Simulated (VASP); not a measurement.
# LiMgB4: single point with PBE

LiMgB4:

```xyz
6
Lattice="3.0249 0.0000 0.0000 -1.5125 2.6197 0.0000 0.0000 0.0000 7.0475" Properties=species:S:1:pos:R:3 pbc="T T T"
Li    0.0000    0.0000    3.5238
Mg    0.0000    0.0000    0.0000
B     0.0000    1.7464    5.2705
B     1.5125    0.8732    5.2705
B     0.0000    1.7464    1.7770
B     1.5125    0.8732    1.7770
```

- Program: VASP 6.6.1
- Task: single point
- Functional: PBE
- Potentials or basis: VASP PAW PBE potentials, release 64 (Li_sv, Mg, B)
- Cutoff: 520 eV
- k mesh: 15 × 15 × 6
- Occupations: gaussian, width 0.1 eV
- Spin: no spin polarisation

| Property | Result |
| --- | --- |
| Largest force | 0.008 eV/Å |

Forces on the atoms (eV/Å):
```
Li   0.000  0.000  0.000
Mg   0.000  0.000  0.000
B    0.000  0.000  0.008
B    0.000  0.000  0.008
B    0.000  0.000 -0.008
B    0.000  0.000 -0.008
```

Levels at points of the mesh, in eV from the Fermi level:
```csv
k point,band 5,band 6,band 7,band 8,band 9,band 10,band 11,band 12,band 13,band 14
"(0.00, 0.00, 0.00)",-2.58,0.94,0.94,1.23,1.23,3.09,7.15,7.15,7.73,7.73
"(0.00, 0.00, 0.50)",-4.13,1.04,1.04,1.13,1.13,5.45,7.29,7.29,7.54,7.54
```

Run time: 74 s on 1 thread of Intel(R) Xeon(R) Platinum 8259CL CPU @ 2.50GHz (Skylake/Cascade Lake) (shared host), peak memory 0.25 GiB.
